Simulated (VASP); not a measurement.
# Sb (I4/mmm) in VASP: further runs

The runs below take Sb through single point, with PBEsol.

Program: VASP 6.6.1. These are calculated values, not measurements. Logs are shortened: lines on timing, memory, paths and dates and some standing lists are left out, and cuts for length are marked.

**1. The cell of the first run**

It takes space group I4/mmm (No. 139, tetragonal). The conventional cell has a = 2.949 Å, b = 2.949 Å, c = 4.859 Å, α = 90.00°, β = 90.00°, γ = 90.00°. Within 3.9 Å of Sb (site symmetry 4/mmm) lie 12 Sb at 2.95 to 3.20 Å.

**2. Single point, PBEsol (21.12 Å³/atom)**

INCAR

```
  ALGO = Normal
  EDIFF = 1E-6
  ENCUT = 520
  GGA = PS
  ISIF = 2
  ISMEAR = -1
  ISYM = 0
  LASPH = True
  LCHARG = True
  LELF = True
  LREAL = False
  LVHAR = True
  LWAVE = False
  NBANDS = 8
  NELM = 100
  PREC = Accurate
  SIGMA = 0.03
```

KPOINTS

```
k-points
0
Gamma
  13 13 15
```

POSCAR

```
Sb
1.0
   -1.4742770936      1.4742770936      2.4293735496
    1.4742770936     -1.4742770936      2.4293735496
    1.4742770936      1.4742770936     -2.4293735496
Sb
1
Direct
    0.0000000000      0.0000000000      0.0000000000
```

Potentials or basis: VASP PAW PBE potentials, release 64 (Sb).

On the command line:

```sh
$ cat potpaw_PBE.64/Sb/POTCAR > POTCAR
$ mpirun -np 1 vasp_std > vasp.out
```

OUTCAR:

```text
EDIFF = 1E-6
   ENCUT = 520
   GGA = PS
   ISIF = 2
   ISMEAR = -1
   ISYM = 0
   LASPH = True
   LREAL = False
   NELM = 100
   PREC = Accurate

 ion  position               nearest neighbor table
   1  0.000  0.000  0.000-

IMPORTANT INFORMATION: All symmetrisations will be switched off!
NOSYMM: (Re-)initialisation of all symmetry stuff for point group C_1.

----------------------------------------------------------------------------------------

                                     Primitive cell

  volume of cell :      21.1209

  direct lattice vectors                    reciprocal lattice vectors
    -1.474277094  1.474277094  2.429373550     0.000000000  0.339149270  0.205814376
     1.474277094 -1.474277094  2.429373550     0.339149270  0.000000000  0.205814376
     1.474277094  1.474277094 -2.429373550     0.339149270  0.339149270  0.000000000

  length of vectors
     3.201381224  3.201381224  3.201381224     0.396713731  0.396713731  0.479629497

  position of ions in fractional coordinates (direct lattice)
     0.000000000  0.000000000  0.000000000

  ion indices of the primitive-cell ions
   primitive index   ion index
                 1           1

----------------------------------------------------------------------------------------

 KPOINTS: k-points

Automatic generation of k-mesh.
 Grid dimensions read from file:
 generate k-points for:   13   13   15

 Generating k-lattice:

  Cartesian coordinates                     Fractional coordinates (reciprocal lattice)
     0.000000000  0.026088405  0.015831875     0.076923077 -0.000000000  0.000000000
     0.026088405  0.000000000  0.015831875    -0.000000000  0.076923077  0.000000000
     0.022609951  0.022609951  0.000000000     0.000000000  0.000000000  0.066666667

  Length of vectors
     0.030516441  0.030516441  0.031975300

  Shift w.r.t. Gamma in fractional coordinates (k-lattice)
     0.000000000  0.000000000  0.000000000

 -----------------------------------------------------------------------------
|                                                                             |
|           W    W    AA    RRRRR   N    N  II  N    N   GGGG   !!!           |
|           W    W   A  A   R    R  NN   N  II  NN   N  G    G  !!!           |
|           W    W  A    A  R    R  N N  N  II  N N  N  G       !!!           |
|           W WW W  AAAAAA  RRRRR   N  N N  II  N  N N  G  GGG   !            |
|           WW  WW  A    A  R   R   N   NN  II  N   NN  G    G                |
|           W    W  A    A  R    R  N    N  II  N    N   GGGG   !!!           |
|                                                                             |
|     Your reciprocal lattice and k-lattice belong to different lattice       |
|     classes:                                                                |
|                                                                             |
|        The reciprocal lattice is body-centered tetragonal,                  |
|        whereas your k-lattice is base-centered monoclinic.                  |
|                                                                             |
|     Results are often still useful ...                                      |
|                                                                             |
 -----------------------------------------------------------------------------

 WARNING: IBZKPT: internal override: KBLOWUP is changed to .FALSE.
      ... skipping the blow-up phase ...

 Subroutine IBZKPT returns following result:
 ===========================================

 Found   1268 irreducible k-points:

 Following reciprocal coordinates:
            Coordinates               Weight
  0.000000  0.000000  0.000000      1.000000
  0.076923 -0.000000 -0.000000      2.000000
  0.153846  0.000000 -0.000000      2.000000
  0.230769 -0.000000  0.000000      2.000000
  0.307692  0.000000 -0.000000      2.000000
  0.384615 -0.000000  0.000000      2.000000
[... 16 lines left out ...]
  0.153846  0.153846 -0.000000      2.000000
  0.230769  0.153846 -0.000000      2.000000
 [... further k-points ...]
   k-points           NKPTS =   1268   k-points in BZ     NKDIM =   1268   number of bands    NBANDS=      8
   number of dos      NEDOS =    301   number of ions     NIONS =      1
   total plane-waves  NPLWV =  13824
   dimension x,y,z NGX =    24 NGY =   24 NGZ =   24
   dimension x,y,z NGXF=    48 NGYF=   48 NGZF=   48
   ions per type =               1
   NGX,Y,Z   is equivalent  to a cutoff of  12.46, 12.46, 12.46 a.u.
   NGXF,Y,Z  is equivalent  to a cutoff of  24.93, 24.93, 24.93 a.u.
 SYSTEM =  unknown system
   PREC   = accura    normal or accurate (medium, high low for compatibility)
   ISTART =      0    job   : 0-new  1-cont  2-samecut
   ICHARG =      2    charge: 1-file 2-atom 10-const
   ISPIN  =      1    spin polarized calculation?
   LNONCOLLINEAR =      F non collinear calculations
   LSORBIT =      F    spin-orbit coupling
   LASPH  =      T    aspherical Exc in radial PAW
   ENCUT  =  520.0 eV  38.22 Ry    6.18 a.u.   5.95  5.95  5.95*2*pi/ulx,y,z
   NELM   =    100;   NELMIN=  2; NELMDL= -5     # of ELM steps
   EDIFF  = 0.1E-05   stopping-criterion for ELM
   LREAL  =      F    real-space projection
   EDIFFG = 0.1E-04   stopping-criterion for IOM
   NSW    =      0    number of steps for IOM
   IBRION =     -1    ionic relax: 0-MD 1-quasi-New 2-CG
   NFREE  =      0    steps in history (QN), initial steepest desc. (CG)
   ISIF   =      2    stress and relaxation
   ISYM   =      0    0-nonsym 1-usesym 2-fastsym
   POTIM  = 0.5000    time-step for ionic-motion
   TEBEG  =    0.0;   TEEND  =   0.0 temperature during run
   PSTRESS=    0.0 pullay stress
   NELECT =       5.0000    total number of electrons
   NUPDOWN=      -1.0000    fix difference up-down
   EMIN   =  10.00;   EMAX   =-10.00  energy-range for DOS
   EFERMI =   0.00;   METHOD = LEGACY
   ISMEAR =    -1;   SIGMA  =   0.03  broadening in eV -4-tet -1-fermi 0-gaus
   EFERMI_NEDOS =   21; number of points for ismear=-14 and -15
   IALGO  =     38    algorithm
   IMIX   =      4    mixing-type and parameters
     AMIX     =   0.40;   BMIX     =  1.00
     AMIX_MAG =   1.60;   BMIX_MAG =  1.00
  volume/ion in A,a.u.               =      21.12       142.53
  Fermi-wavevector in a.u.,A,eV,Ry     =   1.012731  1.913784 13.954455  1.025624
  Thomas-Fermi vector in A             =   2.145858
   LORBIT       =      0    0 simple, 1 ext, 2 COOP (PROOUT), +10 PAW based schemes
   GGA     = PS    functional components
   LHFCALC =     F    Hartree Fock is set to
   AEXX    =    0.0000 exact exchange contribution
   IVDW    =     0    specifies the selected vdW correction
   LEPSILON=     F    determine dielectric tensor
   LRPA    =     F    only Hartree local field effects (RPA)
 non-spin polarized calculation
  energy-cutoff  :      520.00
  volume of cell :       21.12
 maximum number of plane-waves:       587
   NGX = 11   NGY = 11   NGZ = 11

 number of electron       4.9999999 magnetization

 Free energy of the ion-electron system (eV)
  ---------------------------------------------------
  ext. energy  EPLUGINS =         0.00000000
  ---------------------------------------------------
  free energy    TOTEN  =        -3.98627830 eV

  energy without entropy =       -3.98450090  energy(sigma->0) =       -3.98538960

 E-fermi :  11.9430     XC(G=0): -11.4113

 val. band max:       11.9425435193   @ k =  -0.0769   0.3846   0.2000
 cond. band min:      11.9441139302   @ k =  -0.3077  -0.2308   0.0667
 fundamental gap:      0.0015704110
 Fermi energy:        11.9429723184

 k-point     1 :       0.0000    0.0000    0.0000
  band No.  band energies     occupation
      1      -3.2190      2.00000
      2      19.0191      0.00000
      3      19.1984      0.00000
      4      19.2016      0.00000
      5      22.3366      0.00000
      6      22.3408      0.00000
      7      23.3371      0.00000
      8      23.3391      0.00000

 k-point     2 :       0.0769   -0.0000   -0.0000
  band No.  band energies     occupation
      1      -3.0717      2.00000
      2      17.6218      0.00000
      3      18.6043      0.00000
      4      19.1047      0.00000
      5      21.5560      0.00000
      6      22.6738      0.00000
      7      23.5220      0.00000
      8      23.6266      0.00000

 k-point     3 :       0.1538    0.0000   -0.0000
  band No.  band energies     occupation
      1      -2.6296      2.00000
      2      14.8234      0.00000
      3      17.6470      0.00000
      4      18.9006      0.00000
      5      20.9986      0.00000
      6      22.0746      0.00000
      7      24.3821      0.00000
      8      24.5739      0.00000

 k-point     4 :       0.2308   -0.0000    0.0000
  band No.  band energies     occupation
      1      -1.8937      2.00000
      2      11.9291      1.22676
      3      16.6465      0.00000
      4      18.7152      0.00000
      5      20.3868      0.00000
      6      21.7747      0.00000
      7      25.1358      0.00000
      8      25.9763      0.00000

 k-point     5 :       0.3077    0.0000   -0.0000
  band No.  band energies     occupation
      1      -0.8697      2.00000
      2       9.1977      2.00000
      3      15.7976      0.00000
      4      18.6117      0.00000
      5      19.8434      0.00000
      6      21.7560      0.00000
      7      24.4476      0.00000
      8      25.1044      0.00000
[... 177 lines left out ...]
 k-point    22 :       0.0769    0.1538   -0.0000
  band No.  band energies     occupation
      1      -2.3246      2.00000
      2      14.1383      0.00000
      3      16.3905      0.00000
      4      17.9571      0.00000
      5      21.1779      0.00000
      6      22.1015      0.00000
      7      23.8372      0.00000
      8      25.5252      0.00000

 k-point    23 :       0.1538    0.1538   -0.0000
  band No.  band energies     occupation
      1      -1.7261      2.00000
      2      13.4858      0.00000
      3      13.8974      0.00000
      4      16.9853      0.00000
      5      21.8896      0.00000
      6      22.0592      0.00000
      7      24.1103      0.00000
      8      24.3172      0.00000

 k-point    24 :       0.2308    0.1538   -0.0000
  band No.  band energies     occupation
      1      -0.8377      2.00000
      2      10.9232      2.00000
      3      13.4616      0.00000
      4      16.0577      0.00000
      5      21.2895      0.00000
      6      22.2356      0.00000
      7      23.8835      0.00000
      8      24.9794      0.00000

 [... further k-points ...]

------------------------ aborting loop because EDIFF is reached ----------------------------------------

  FORCE on cell =-STRESS in cart. coord.  units (eV):
  Direction    XX          YY          ZZ          XY          YZ          ZX
  --------------------------------------------------------------------------------------
  -------------------------------------------------------------------------------------
  Total        3.4327565      3.4327542      2.9016915      0.0298725     -0.0490037     -0.0490038
  in kB      260.4000463    260.3998733    220.1148239      2.2660529     -3.7172978     -3.7173010
  external PRESSURE =     246.9715812 kB  Pullay stress =       0.0000000 kB

 VOLUME and BASIS-vectors are now :
 -----------------------------------------------------------------------------
  energy-cutoff  :      520.00
  volume of cell :       21.12
      direct lattice vectors                 reciprocal lattice vectors
    -1.474277094  1.474277094  2.429373550     0.000000000  0.339149270  0.205814376
     1.474277094 -1.474277094  2.429373550     0.339149270  0.000000000  0.205814376
     1.474277094  1.474277094 -2.429373550     0.339149270  0.339149270  0.000000000

 POSITION                                       TOTAL-FORCE (eV/Angst)
 -----------------------------------------------------------------------------------
      0.00000      0.00000      0.00000         0.000000     -0.000000      0.000000
 -----------------------------------------------------------------------------------
    total drift:                                0.000000     -0.000000      0.000000

  FREE ENERGIE OF THE ION-ELECTRON SYSTEM (eV)
  ---------------------------------------------------
  free  energy   TOTEN  =        -3.9862783039 eV

  energy  without entropy=       -3.9845009046  energy(sigma->0) =       -3.98538960
```

Wall time 69 s (1 thread of AMD EPYC 9R45 (Zen 5), shared host); peak memory 0.29 GiB.

Results:

| Item | Value |
| --- | --- |
| Free energy | -3.9863 eV |
| Pressure | 24.7 GPa |
| Band gap on the k mesh | zero (an odd number of electrons rules out a gap without spin polarisation) |

Stress tensor (GPa, compression positive):
```
26.04  0.23 -0.37
 0.23 26.04 -0.37
-0.37 -0.37 22.01
```

Levels at points of the mesh, in eV from the Fermi level:
```csv
k point,band 1,band 2,band 3,band 4,band 5,band 6
"(0.00, 0.00, 0.00)",-15.16,7.08,7.26,7.26,10.39,10.40
```

Caveat: the cell stands under pressure; the PAW data sets were made with another functional, which shifts forces and pressure a little; spin-orbit coupling is left out, which moves the levels of the heavy elements; an odd number of electrons without spin polarisation forces a metal; a magnetic or distorted state may lie lower.

**3. Single point, PBEsol (22.02 Å³/atom)**

This run uses another cell than the first one, of 22.02 Å³/atom.

INCAR

```
SYSTEM = Sb
  PREC = Accurate
  ENCUT = 520
  EDIFF = 1E-7
  ISMEAR = -1
  SIGMA = 0.03
  LREAL = .FALSE.
  LASPH = .TRUE.
  NELM = 80
  ALGO = Normal
  ISIF = 2
  LWAVE = .FALSE.
  LCHARG = .FALSE.
  GGA = PS
  ISYM = 0
  NBANDS = 8
```

KPOINTS

```
Automatic mesh
0
G
  13 13 15
  0 0 0
```

POSCAR

```
Sb
1.0
   -1.4948990245      1.4948990245      2.4633552032
    1.4948990245     -1.4948990245      2.4633552032
    1.4948990245      1.4948990245     -2.4633552032
Sb
1
Direct
    0.0000000000      0.0000000000      0.0000000000
```

Potentials or basis: VASP PAW PBE potentials, release 64 (Sb).

On the command line:

```sh
$ cat potpaw_PBE.64/Sb/POTCAR > POTCAR
$ mpirun -np 1 vasp_std > vasp.out
```

OUTCAR:

```text
SYSTEM = Sb
   PREC = Accurate
   ENCUT = 520
   EDIFF = 1E-7
   ISMEAR = -1
   LREAL = .FALSE.
   LASPH = .TRUE.
   NELM = 80
   ISIF = 2
   GGA = PS
   ISYM = 0

 ion  position               nearest neighbor table
   1  0.000  0.000  0.000-

IMPORTANT INFORMATION: All symmetrisations will be switched off!
NOSYMM: (Re-)initialisation of all symmetry stuff for point group C_1.

[... 432 lines left out ...]
 [... further k-points ...]

------------------------ aborting loop because EDIFF is reached ----------------------------------------

  FORCE on cell =-STRESS in cart. coord.  units (eV):
  Direction    XX          YY          ZZ          XY          YZ          ZX
  --------------------------------------------------------------------------------------
  -------------------------------------------------------------------------------------
  Total        2.6389744      2.6389743      2.2182798      0.0272548     -0.0235374     -0.0235374
  in kB      192.0149359    192.0149299    161.4046955      1.9830951     -1.7126065     -1.7126091
  external PRESSURE =     181.8115204 kB  Pullay stress =       0.0000000 kB

 VOLUME and BASIS-vectors are now :
 -----------------------------------------------------------------------------
  energy-cutoff  :      520.00
  volume of cell :       22.02
      direct lattice vectors                 reciprocal lattice vectors
    -1.494899025  1.494899025  2.463355203     0.000000000  0.334470751  0.202975194
     1.494899025 -1.494899025  2.463355203     0.334470751  0.000000000  0.202975194
     1.494899025  1.494899025 -2.463355203     0.334470751  0.334470751  0.000000000

 POSITION                                       TOTAL-FORCE (eV/Angst)
 -----------------------------------------------------------------------------------
      0.00000      0.00000      0.00000         0.000000     -0.000000      0.000000
 -----------------------------------------------------------------------------------
    total drift:                                0.000000     -0.000000      0.000000

  FREE ENERGIE OF THE ION-ELECTRON SYSTEM (eV)
  ---------------------------------------------------
  free  energy   TOTEN  =        -4.1059622104 eV

  energy  without entropy=       -4.1040569727  energy(sigma->0) =       -4.10500959
```

Wall time 80 s (1 thread of AMD EPYC 9R45 (Zen 5), shared host); peak memory 0.3 GiB.

What came out:

```
Free energy            : -4.1060 eV
Pressure               : 18.2 GPa
Band gap on the k mesh : zero (an odd number of electrons rules out a gap without spin polarisation)
```

Stress tensor (GPa, compression positive):
```
19.20  0.20 -0.17
 0.20 19.20 -0.17
-0.17 -0.17 16.14
```

Levels at points of the mesh, in eV from the Fermi level:
| k point | band 1 | band 2 | band 3 | band 4 | band 5 | band 6 |
| --- | --- | --- | --- | --- | --- | --- |
| (0.00, 0.00, 0.00) | -14.74 | 6.67 | 6.91 | 6.92 | 10.23 | 10.44 |

Caveat: the cell stands under pressure; the PAW data sets were made with another functional, which shifts forces and pressure a little; spin-orbit coupling is left out, which moves the levels of the heavy elements; an odd number of electrons without spin polarisation forces a metal; a magnetic or distorted state may lie lower.

**4. Single point, PBEsol (22.69 Å³/atom)**

This run uses another cell than the first one, of 22.69 Å³/atom.

Changes to INCAR since step 3:

```diff
@@ -3,3 +3,3 @@
   ENCUT = 520
-  EDIFF = 1E-7
+  EDIFF = 1E-6
   ISMEAR = -1
@@ -14,3 +14,3 @@
   GGA = PS
+  NBANDS = 8
   ISYM = 0
-  NBANDS = 8
```

KPOINTS

```
regular mesh
0
G
  13 13 15
  0 0 0
```

POSCAR

```
Sb
1.0
   -1.5100000367      1.5100000367      2.4882392632
    1.5100000367     -1.5100000367      2.4882392632
    1.5100000367      1.5100000367     -2.4882392632
Sb
1
Direct
    0.0000000000      0.0000000000      0.0000000000
```

On the command line:

```sh
$ cat potpaw_PBE.64/Sb/POTCAR > POTCAR
$ mpirun -np 1 vasp_std > vasp.out
```

Run time: 65 s. Hardware: 1 thread of AMD EPYC 9R45 (Zen 5), shared host; peak memory 0.3 GiB.

The run converged. Its results:

| Quantity | Value |
| --- | --- |
| Free energy | -4.1736 eV |
| Pressure | 14.1 GPa |
| Band gap on the k mesh | zero (an odd number of electrons rules out a gap without spin polarisation) |

Stress tensor (GPa, compression positive):
```
14.87  0.15 -0.08
 0.15 14.87 -0.08
-0.08 -0.08 12.52
```

Levels at points of the mesh, in eV from the Fermi level:
| k point | band 1 | band 2 | band 3 | band 4 | band 5 | band 6 | band 7 | band 8 |
| --- | --- | --- | --- | --- | --- | --- | --- | --- |
| (0.00, 0.00, 0.00) | -14.44 | 6.39 | 6.67 | 6.68 | 10.12 | 10.46 | 11.14 | 11.14 |

Caveat: the cell stands under pressure; the PAW data sets were made with another functional, which shifts forces and pressure a little; spin-orbit coupling is left out, which moves the levels of the heavy elements; an odd number of electrons without spin polarisation forces a metal; a magnetic or distorted state may lie lower.

**5. Overview**

| cell | gap on the mesh (eV) | pressure (GPa) |
| --- | --- | --- |
| a = 3.201 Å, angles 125.2, 125.2, 81.3°, 1 atom | none | 24.7 |
| a = 3.246 Å, angles 125.2, 125.2, 81.3°, 1 atom | none | 18.2 |
| a = 3.279 Å, angles 125.2, 125.2, 81.3°, 1 atom | none | 14.1 |

Alike in all rows: task single point; level PBEsol; potentials or basis VASP PAW PBE potentials, release 64 (Sb); no spin polarisation; k mesh 13 × 13 × 15; cutoff (eV) 520; smearing fermi-dirac 0.03 eV.

Caveats: the cell stands under pressure; the PAW data sets were made with another functional, which shifts forces and pressure a little; spin-orbit coupling is left out, which moves the levels of the heavy elements; an odd number of electrons without spin polarisation forces a metal; a magnetic or distorted state may lie lower.

Total energies depend on the potentials used, so only differences within one code and one set of settings carry meaning.
